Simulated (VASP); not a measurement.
Wanted: the native input for a VASP 6.6.1 run.

* Task: single point
* Functional: PBEsol
* Potentials or basis: VASP PAW PBE potentials, release 64 (Si, C)
* Cutoff: 520 eV
* k mesh: 8 × 8 × 6
* Occupations: gaussian, width 0.05 eV
* Spin: no spin polarisation
* Dipole correction: no
* Further INCAR settings: ALGO = Normal; EDIFF = 1e-06; NBANDS = 16; ISYM = 0

The structure of SiC lies in POSCAR:

```
SiC
1.0
    3.0755278798      0.0000000000      0.0000000000
   -1.5377639399      2.6634852739      0.0000000000
    0.0000000000      0.0000000000      5.0473895487
Si C
2 2
Direct
    0.3333333333      0.6666666667      0.0045711878
    0.6666666667      0.3333333333      0.5045711878
    0.3333333333      0.6666666667      0.3804288122
    0.6666666667      0.3333333333      0.8804288122
```

These files were run (other wordings do the same):

INCAR

```
PREC = Accurate ; ENCUT = 520
EDIFF = 1E-6 ; ISMEAR = 0
SIGMA = 0.05 ; LREAL = F
LASPH = T ; NELM = 60
ALGO = Normal ; ISIF = 2
LWAVE = F ; LCHARG = F
GGA = PS ; ISYM = 0
NBANDS = 16
```

KPOINTS

```
regular mesh
0
Gamma
  8 8 6
```

Potentials or basis: VASP PAW PBE potentials, release 64 (Si, C).

The run is started by

```console
$ cat potpaw_PBE.64/Si/POTCAR potpaw_PBE.64/C/POTCAR > POTCAR
$ mpirun -np 1 vasp_std > vasp.out
```

Results of the run:

```
Pressure               : 0.4 GPa
Largest force          : 0.004 eV/Å
Band gap on the k mesh : 2.37 eV, indirect (least direct gap 3.85 eV)
```

Caveat: the PAW data sets were made with another functional, which shifts forces and pressure a little.

Run time: 38 s on 1 thread of Intel(R) Xeon(R) 6975P-C (Granite Rapids) (shared host), peak memory 0.23 GiB.
